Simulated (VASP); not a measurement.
# CdTe in VASP: notebook

The runs below take CdTe through single point, with PBEsol, PBE, PBE0.

Program: VASP 6.6.1. These are calculated values, not measurements. Logs are shortened: lines on timing, memory, paths and dates and some standing lists are left out, and cuts for length are marked.

### Step 1. The cell of the first run

It takes space group I-4m2 (No. 119, tetragonal). The conventional cell has a = 4.533 Å, b = 4.533 Å, c = 6.666 Å, α = 90.00°, β = 90.00°, γ = 90.00°. Te (site symmetry -4m2) has 4 Cd at 2.81 Å within 3.7 Å. Cd (site symmetry -4m2) has 4 Te at 2.81 Å within 3.7 Å.

### Step 2. Single point, PBEsol

The input, INCAR:

```
SYSTEM = CdTe
PREC     = Accurate       ! precision mode
ENCUT    = 500            ! plane-wave cutoff, eV
EDIFF    = 1E-6           ! SCF threshold, eV
ISMEAR   = -1             ! smearing method
SIGMA    = 0.05           ! smearing width, eV
LREAL    = .False.        ! projectors in reciprocal space
LASPH    = .True.         ! aspherical terms in the spheres
NELM     = 120            ! most SCF steps
ALGO     = Normal         ! electronic algorithm
ISIF     = 2              ! what is computed and relaxed
LWAVE    = .False.        ! write WAVECAR
LCHARG   = .False.        ! write CHGCAR
GGA      = PS             ! functional
NBANDS   = 16             ! bands
GGA_COMPAT= .False.
```

The input, KPOINTS:

```
Automatic mesh
0
Gamma
  6 6 6
  0 0 0
```

The input, POSCAR:

```
CdTe
1.0
    0.0000000000      3.2050000000      3.3332000000
    3.2050000000      0.0000000000      3.3332000000
    3.2050000000      3.2050000000      0.0000000000
Te Cd
1 1
Direct
    0.7500000000      0.7500000000      0.7500000000
    0.0000000000      0.0000000000      0.0000000000
```

Potentials or basis: VASP PAW PBE potentials, release 64 (Te, Cd).

Run with:

```console
$ cat potpaw_PBE.64/Te/POTCAR potpaw_PBE.64/Cd/POTCAR > POTCAR
$ mpirun -np 1 vasp_std > vasp.out
```

OUTCAR:

```text
SYSTEM = CdTe
   PREC = Accurate
   ENCUT = 500
   EDIFF = 1E-6
   ISMEAR = -1
   LREAL = .False.
   LASPH = .True.
   NELM = 120
   ISIF = 2
   GGA = PS

 ion  position               nearest neighbor table
   1  0.750  0.750  0.750-   2 2.81   2 2.81   2 2.81   2 2.81
   2  0.000  0.000  0.000-   1 2.81   1 2.81   1 2.81   1 2.81

  LATTYP: Found a body centered tetragonal cell.
 ALAT       =     4.5325544674
 C/A-ratio  =     1.4707821049

  Lattice vectors:

 A1 = (  -3.2050000000,   0.0000000000,   3.3332000000)
 A2 = (   3.2050000000,   0.0000000000,   3.3332000000)
 A3 = (   0.0000000000,   3.2050000000,  -3.3332000000)

Analysis of symmetry for initial positions (statically):
=====================================================================
 Subroutine PRICEL returns:
 Original cell was already a primitive cell.

 Routine SETGRP: Setting up the symmetry group for a
 body centered tetragonal supercell.

 Subroutine GETGRP returns: Found  8 space group operations
 (whereof  8 operations were pure point group operations)
 out of a pool of 16 trial point group operations.

The static configuration has the point symmetry D_2d.

Analysis of symmetry for dynamics (positions and initial velocities):
=====================================================================
 Subroutine PRICEL returns:
 Original cell was already a primitive cell.

 Routine SETGRP: Setting up the symmetry group for a
 body centered tetragonal supercell.

 Subroutine GETGRP returns: Found  8 space group operations
 (whereof  8 operations were pure point group operations)
 out of a pool of 16 trial point group operations.

The dynamic configuration has the point symmetry D_2d.

 Subroutine INISYM returns: Found  8 space group operations
 (whereof  8 operations are pure point group operations),
 and found     1 'primitive' translations

----------------------------------------------------------------------------------------

                                     Primitive cell

  volume of cell :      68.4774

  direct lattice vectors                    reciprocal lattice vectors
     0.000000000  3.205000000  3.333200000    -0.156006240  0.156006240  0.150006000
     3.205000000  0.000000000  3.333200000     0.156006240 -0.156006240  0.150006000
     3.205000000  3.205000000  0.000000000     0.156006240  0.156006240 -0.150006000

  length of vectors
     4.624094208  4.624094208  4.532554467     0.266791481  0.266791481  0.266791481

  position of ions in fractional coordinates (direct lattice)
     0.750000000  0.750000000  0.750000000
     0.000000000  0.000000000  0.000000000

  ion indices of the primitive-cell ions
   primitive index   ion index
                 1           1
                 2           2

----------------------------------------------------------------------------------------

 KPOINTS: Automatic mesh

Automatic generation of k-mesh.
 Grid dimensions read from file:
 generate k-points for:    6    6    6

 Generating k-lattice:

  Cartesian coordinates                     Fractional coordinates (reciprocal lattice)
    -0.026001040  0.026001040  0.025001000     0.166666667  0.000000000  0.000000000
     0.026001040 -0.026001040  0.025001000     0.000000000  0.166666667  0.000000000
     0.026001040  0.026001040 -0.025001000    -0.000000000 -0.000000000  0.166666667

  Length of vectors
     0.044465247  0.044465247  0.044465247

  Shift w.r.t. Gamma in fractional coordinates (k-lattice)
     0.000000000  0.000000000  0.000000000

 Subroutine IBZKPT returns following result:
 ===========================================

 Found     30 irreducible k-points:

 Following reciprocal coordinates:
            Coordinates               Weight
  0.000000  0.000000  0.000000      1.000000
  0.166667  0.000000  0.000000      8.000000
  0.333333 -0.000000  0.000000      8.000000
  0.500000 -0.000000  0.000000      4.000000
  0.166667  0.166667  0.000000      2.000000
  0.333333  0.166667  0.000000      8.000000
[... 16 lines left out ...]
  0.333333  0.000000  0.333333      4.000000
  0.500000 -0.000000  0.333333     16.000000
 [... further k-points ...]
   k-points           NKPTS =     30   k-points in BZ     NKDIM =     30   number of bands    NBANDS=     16
   number of dos      NEDOS =    301   number of ions     NIONS =      2
   total plane-waves  NPLWV =  46656
   dimension x,y,z NGX =    36 NGY =   36 NGZ =   36
   dimension x,y,z NGXF=    72 NGYF=   72 NGZF=   72
   ions per type =               1   1
   NGX,Y,Z   is equivalent  to a cutoff of  12.94, 12.94, 13.20 a.u.
   NGXF,Y,Z  is equivalent  to a cutoff of  25.89, 25.89, 26.41 a.u.
 SYSTEM =  CdTe
   PREC   = accura    normal or accurate (medium, high low for compatibility)
   ISTART =      0    job   : 0-new  1-cont  2-samecut
   ICHARG =      2    charge: 1-file 2-atom 10-const
   ISPIN  =      1    spin polarized calculation?
   LNONCOLLINEAR =      F non collinear calculations
   LSORBIT =      F    spin-orbit coupling
   LASPH  =      T    aspherical Exc in radial PAW
   ENCUT  =  500.0 eV  36.75 Ry    6.06 a.u.   8.43  8.43  8.26*2*pi/ulx,y,z
   NELM   =    120;   NELMIN=  2; NELMDL= -5     # of ELM steps
   EDIFF  = 0.1E-05   stopping-criterion for ELM
   LREAL  =      F    real-space projection
   EDIFFG = 0.1E-04   stopping-criterion for IOM
   NSW    =      0    number of steps for IOM
   IBRION =     -1    ionic relax: 0-MD 1-quasi-New 2-CG
   NFREE  =      0    steps in history (QN), initial steepest desc. (CG)
   ISIF   =      2    stress and relaxation
   ISYM   =      2    0-nonsym 1-usesym 2-fastsym
   POTIM  = 0.5000    time-step for ionic-motion
   TEBEG  =    0.0;   TEEND  =   0.0 temperature during run
   PSTRESS=    0.0 pullay stress
   NELECT =      18.0000    total number of electrons
   NUPDOWN=      -1.0000    fix difference up-down
   EMIN   =  10.00;   EMAX   =-10.00  energy-range for DOS
   EFERMI =   0.00;   METHOD = LEGACY
   ISMEAR =    -1;   SIGMA  =   0.05  broadening in eV -4-tet -1-fermi 0-gaus
   EFERMI_NEDOS =   21; number of points for ismear=-14 and -15
   IALGO  =     38    algorithm
   IMIX   =      4    mixing-type and parameters
     AMIX     =   0.40;   BMIX     =  1.00
     AMIX_MAG =   1.60;   BMIX_MAG =  1.00
  volume/ion in A,a.u.               =      34.24       231.05
  Fermi-wavevector in a.u.,A,eV,Ry     =   1.048697  1.981749 14.963205  1.099765
  Thomas-Fermi vector in A             =   2.183629
   LORBIT       =      0    0 simple, 1 ext, 2 COOP (PROOUT), +10 PAW based schemes
   GGA     = PS    functional components
   LHFCALC =     F    Hartree Fock is set to
   AEXX    =    0.0000 exact exchange contribution
   IVDW    =     0    specifies the selected vdW correction
   LEPSILON=     F    determine dielectric tensor
   LRPA    =     F    only Hartree local field effects (RPA)
 non-spin polarized calculation
  energy-cutoff  :      500.00
  volume of cell :       68.48
 maximum number of plane-waves:      1757
 NGX is ok and might be reduce to    36
   NGX = 17   NGY = 17   NGZ = 17

 number of electron      18.0000000 magnetization

 Free energy of the ion-electron system (eV)
  ---------------------------------------------------
  ext. energy  EPLUGINS =         0.00000000
  ---------------------------------------------------
  free energy    TOTEN  =        -5.47972088 eV

  energy without entropy =       -5.47969449  energy(sigma->0) =       -5.47970769

 E-fermi :   2.5182     XC(G=0):  -8.7537

 val. band max:        2.2031156940   @ k =   0.0000   0.0000   0.0000
 cond. band min:       2.7937936843   @ k =   0.0000   0.0000   0.0000
 fundamental gap:      0.5906779903
 Fermi energy:         2.5181721339

 k-point     1 :       0.0000    0.0000    0.0000
  band No.  band energies     occupation
      1      -9.0157      2.00000
      2      -6.0852      2.00000
      3      -6.0753      2.00000
      4      -6.0753      2.00000
      5      -5.8228      2.00000
      6      -5.8163      2.00000
[... 8 lines left out ...]
     15      11.1770      0.00000
     16      11.7448      0.00000

 k-point     2 :       0.1667    0.0000    0.0000
  band No.  band energies     occupation
      1      -8.9151      2.00000
      2      -6.0640      2.00000
      3      -6.0567      2.00000
      4      -5.9979      2.00000
      5      -5.8223      2.00000
      6      -5.8187      2.00000
[... 8 lines left out ...]
     15      10.5885      0.00000
     16      10.7321      0.00000

 k-point     3 :       0.3333   -0.0000    0.0000
  band No.  band energies     occupation
      1      -8.7132      2.00000
      2      -6.0329      2.00000
      3      -6.0238      2.00000
      4      -5.8181      2.00000
      5      -5.8179      2.00000
      6      -5.7224      2.00000
[... 8 lines left out ...]
     15      10.9741      0.00000
     16      11.0292      0.00000

 k-point     4 :       0.5000   -0.0000    0.0000
  band No.  band energies     occupation
      1      -8.6139      2.00000
      2      -6.0213      2.00000
      3      -6.0106      2.00000
      4      -5.8140      2.00000
      5      -5.8081      2.00000
      6      -5.4790      2.00000
[... 8 lines left out ...]
     15      12.2903      0.00000
     16      12.5039      0.00000
[... 324 lines left out ...]
 k-point    22 :      -0.3333    0.5000    0.1667
  band No.  band energies     occupation
      1      -8.5005      2.00000
      2      -5.9504      2.00000
      3      -5.9453      2.00000
      4      -5.8622      2.00000
      5      -5.8089      2.00000
      6      -5.3075      2.00000
[... 8 lines left out ...]
     15      13.1287      0.00000
     16      13.3932      0.00000

 k-point    23 :       0.3333    0.0000    0.3333
  band No.  band energies     occupation
      1      -8.6118      2.00000
      2      -5.9717      2.00000
      3      -5.9512      2.00000
      4      -5.9153      2.00000
      5      -5.7975      2.00000
      6      -5.6199      2.00000
[... 8 lines left out ...]
     15      12.2528      0.00000
     16      14.1186      0.00000

 k-point    24 :       0.5000   -0.0000    0.3333
  band No.  band energies     occupation
      1      -8.5177      2.00000
      2      -5.9636      2.00000
      3      -5.9364      2.00000
      4      -5.8889      2.00000
      5      -5.7975      2.00000
      6      -5.3756      2.00000
[... 8 lines left out ...]
     15      12.7040      0.00000
     16      13.5988      0.00000

 [... further k-points ...]

------------------------ aborting loop because EDIFF is reached ----------------------------------------

  FORCE on cell =-STRESS in cart. coord.  units (eV):
  Direction    XX          YY          ZZ          XY          YZ          ZX
  --------------------------------------------------------------------------------------
  -------------------------------------------------------------------------------------
  Total        0.1277181      0.1277181     -0.1836350      0.0000000      0.0000000     -0.0000000
  in kB        2.9882402      2.9882402     -4.2965368      0.0000000      0.0000000     -0.0000000
  external PRESSURE =       0.5599812 kB  Pullay stress =       0.0000000 kB

 VOLUME and BASIS-vectors are now :
 -----------------------------------------------------------------------------
  energy-cutoff  :      500.00
  volume of cell :       68.48
      direct lattice vectors                 reciprocal lattice vectors
     0.000000000  3.205000000  3.333200000    -0.156006240  0.156006240  0.150006000
     3.205000000  0.000000000  3.333200000     0.156006240 -0.156006240  0.150006000
     3.205000000  3.205000000  0.000000000     0.156006240  0.156006240 -0.150006000

 POSITION                                       TOTAL-FORCE (eV/Angst)
 -----------------------------------------------------------------------------------
      4.80750      4.80750      4.99980        -0.000000     -0.000000     -0.000000
      0.00000      0.00000      0.00000         0.000000      0.000000      0.000000
 -----------------------------------------------------------------------------------
    total drift:                               -0.000000     -0.000000      0.000000

  FREE ENERGIE OF THE ION-ELECTRON SYSTEM (eV)
  ---------------------------------------------------
  free  energy   TOTEN  =        -5.4797208777 eV

  energy  without entropy=       -5.4796944945  energy(sigma->0) =       -5.47970769
```

It took 19 s on 1 thread of Intel Xeon 6975P-C (Granite Rapids), shared host; peak memory 0.21 GiB.

What came out:

```yaml
Free_energy: -5.4797 eV
Pressure: 0.1 GPa
Band_gap_on_the_k_mesh: 0.59 eV, direct
```

Levels at points of the mesh, in eV from the valence-band top:
```csv
k point,band 7,band 8,band 9,band 10,band 11,band 12
"(0.00, 0.00, 0.00)",-0.14,0.00,0.00,0.59,4.51,4.51
"(0.50, 0.00, 0.00)",-4.48,-0.92,-0.72,1.67,4.99,5.21
"(0.50, 0.50, 0.00)",-4.49,-1.79,-1.79,2.56,2.75,8.45
"(0.50, 0.00, 0.50)",-4.30,-1.99,-1.93,2.41,2.46,8.72
```

Caveat: the PAW data sets were made with another functional, which shifts forces and pressure a little; spin-orbit coupling is left out, which moves the levels of the heavy elements.

(Part 1 of 3 ends here.)
